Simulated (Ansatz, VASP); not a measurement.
**Two plane-wave programs on Si5Mo**

File INCAR:

```
  ALGO = Normal
  EDIFF = 1E-6
  EDIFFG = -0.01
  ENCUT = 600
  GGA = PE
  IBRION = 2
  ISIF = 3
  ISMEAR = 0
  LASPH = True
  LCHARG = False
  LREAL = False
  LWAVE = False
  NELM = 100
  NSW = 100
  PREC = Accurate
  SIGMA = 0.1
```

KPOINTS

```
k-points
0
Gamma
  10 10 10
```

The input POSCAR:

```
Si5Mo
1.0
    0.0000000000      3.4880984611      3.4880984611
    3.4880984611      0.0000000000      3.4880984611
    3.4880984611      3.4880984611      0.0000000000
Si Mo
5 1
Direct
    0.7500000000      0.7500000000      0.7500000000
    0.3749592507      0.3749592507      0.8751222479
    0.3749592507      0.8751222479      0.3749592507
    0.3749592507      0.3749592507      0.3749592507
    0.8751222479      0.3749592507      0.3749592507
    0.0000000000      0.0000000000      0.0000000000
```

Input for Ansatz:

```yaml
crystal:
  lattice:
    - [0.0, 3.4880984611, 3.4880984611]
    - [3.4880984611, 0.0, 3.4880984611]
    - [3.4880984611, 3.4880984611, 0.0]
  atoms:
    - { symbol: Si, position: [0.75, 0.75, 0.75] }
    - { symbol: Si, position: [0.3749592507, 0.3749592507, 0.8751222479] }
    - { symbol: Si, position: [0.3749592507, 0.8751222479, 0.3749592507] }
    - { symbol: Si, position: [0.3749592507, 0.3749592507, 0.3749592507] }
    - { symbol: Si, position: [0.8751222479, 0.3749592507, 0.3749592507] }
    - { symbol: Mo, position: [0.0, 0.0, 0.0] }
basis:
  ecutwfc: 420
kpoints:
  mp_grid: { grid: [10, 10, 10] }
hamiltonian:
  xc: pbe
scf:
  occupations: { method: gaussian, width: 0.1 }
output:
  forces: true
  stress: true
  eigenvalues: true
relax:
  adjacent_minimum: "off"
  f_tol: 0.01
  max_steps: 80
  cell: { stress_tol: 0.05 }
```

Change from the starting cell: species swapped into the Be5Pd type (F-43m, No. 216).

Alike in both runs: task relaxation of cell and atoms; functional PBE; k mesh 10 × 10 × 10; occupations gaussian, width 0.1 eV; no spin polarisation.

```csv
,VASP,Ansatz
version,VASP 6.6.1,Ansatz 0.2.0
potentials or method,"VASP PAW PBE potentials, release 64 (Si, Mo_sv), cutoff 600 eV","scalar-relativistic, plane waves, PAW"
valence electrons in the cell,34,34
```

```csv
,VASP,Ansatz,Ansatz less VASP
"gap on the k mesh at the Fermi level, each at its own relaxed structure (eV)",none,none,-
relaxed volume (Å³/atom),14.12,14.12,+0.001
relaxed length of the cell vector where the two differ most in proportion (Å),4.930,4.930,+0.0001
```

A gap of «none» marks a metal or a gap that the smearing closes.
